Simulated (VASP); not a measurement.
A run of VASP 6.6.1 is set up as follows.

Contents of INCAR:

```
SYSTEM = Ga8AsP7
  ALGO = Normal
  EDIFF = 1E-6
  ENCUT = 500
  GGA = PS
  GGA_COMPAT = .False.
  ISIF = 2
  ISMEAR = -1
  ISYM = -1
  LASPH = .True.
  LCHARG = .True.
  LELF = .True.
  LREAL = Auto
  LVHAR = .True.
  LWAVE = .False.
  NBANDS = 326
  NELM = 120
  PREC = Accurate
  SIGMA = 0.05
```

File KPOINTS:

```
explicit points
1
Reciprocal
  0.25000000   0.25000000   0.25000000 1
```

POSCAR

```
Ga8AsP7
1.0
   10.9305151953      0.0000000000      0.0000000000
    0.0000000000     10.9305151953      0.0000000000
    0.0000000000      0.0000000000     10.9305151953
Ga P As
32 28 4
Direct
    0.0005480000      0.9996350000      0.9995970000
    0.9997600000      0.0003990000      0.4992970000
    0.0031610000      0.4974140000      0.0037660000
    0.9973620000      0.5039600000      0.5026340000
    0.4997190000      0.0004280000      0.0009600000
    0.5006220000      0.9993660000      0.4995180000
    0.4973170000      0.5039920000      0.0030850000
    0.5029690000      0.5035370000      0.4963320000
    0.2504210000      0.2500500000      0.9999630000
    0.2496830000      0.2436330000      0.4997690000
    0.2497410000      0.7518570000      0.0001440000
    0.2504580000      0.7507620000      0.4997130000
    0.7535990000      0.2470350000      0.0032250000
    0.7500320000      0.2500130000      0.4993630000
    0.7470660000      0.7540340000      0.0032420000
    0.7504380000      0.7520950000      0.4994570000
    0.2501180000      0.9998900000      0.2494270000
    0.2501410000      0.9996690000      0.7504340000
    0.2534860000      0.5037900000      0.2477750000
    0.2470940000      0.5038960000      0.7535080000
    0.7495170000      0.0000190000      0.2509320000
    0.7507320000      0.9999540000      0.7501600000
    0.7504850000      0.5006900000      0.2497570000
    0.7495410000      0.5005370000      0.7433850000
    0.9969520000      0.2464350000      0.2472730000
    0.0001330000      0.2504950000      0.7502100000
    0.0001870000      0.7508850000      0.2503150000
    0.0032500000      0.7551230000      0.7475360000
    0.5002470000      0.2507230000      0.2500890000
    0.5003980000      0.2429850000      0.7507440000
    0.5000700000      0.7518570000      0.2507450000
    0.5000200000      0.7510790000      0.7500890000
    0.1250990000      0.1242660000      0.1241040000
    0.1240430000      0.1231690000      0.6260040000
    0.1259030000      0.6267140000      0.1251490000
    0.1250280000      0.6273340000      0.6248880000
    0.6251190000      0.1245250000      0.1259410000
    0.6260540000      0.1231810000      0.6238930000
    0.6242260000      0.6266720000      0.1268490000
    0.6248430000      0.6277310000      0.6229110000
    0.3749200000      0.3752990000      0.1248820000
    0.3751350000      0.8752620000      0.1251140000
    0.3750160000      0.8755480000      0.6247500000
    0.8750340000      0.3745280000      0.1259970000
    0.8750800000      0.3744290000      0.6236910000
    0.8750980000      0.8764800000      0.1259950000
    0.8751760000      0.8764500000      0.6240100000
    0.3760490000      0.1233500000      0.3739120000
    0.3740210000      0.1230250000      0.8760450000
    0.3758190000      0.6272860000      0.3742540000
    0.3743290000      0.6275840000      0.8758800000
    0.8740000000      0.1241970000      0.3748310000
    0.8760600000      0.1242430000      0.8749700000
    0.8741470000      0.6265800000      0.3747460000
    0.1250020000      0.3744920000      0.8758420000
    0.1251930000      0.8756130000      0.3749160000
    0.1259700000      0.8762250000      0.8752820000
    0.6260460000      0.3754530000      0.3739100000
    0.6250740000      0.8754140000      0.3747520000
    0.6241210000      0.8765600000      0.8751120000
    0.3752550000      0.3752000000      0.6251570000
    0.8757250000      0.6261770000      0.8750530000
    0.1242940000      0.3752680000      0.3741060000
    0.6251480000      0.3747160000      0.8759810000
```

Potentials or basis: VASP PAW PBE potentials, release 64 (Ga_d, P, As).

Launch:

```bash
$ cat potpaw_PBE.64/Ga_d/POTCAR potpaw_PBE.64/P/POTCAR potpaw_PBE.64/As/POTCAR > POTCAR
$ mpirun -np 1 vasp_std > vasp.out
```

(1) Predict the band gap on the k mesh.

(2) Estimate the largest force.

(3) Estimate the pressure.

## Answers

(1) 1.85 eV.

(2) 0.032 eV/Å.

(3) -0.1 GPa.

Caveat: the PAW data sets were made with another functional, which shifts forces and pressure a little; a shifted mesh leaves out Γ, where band edges can lie.
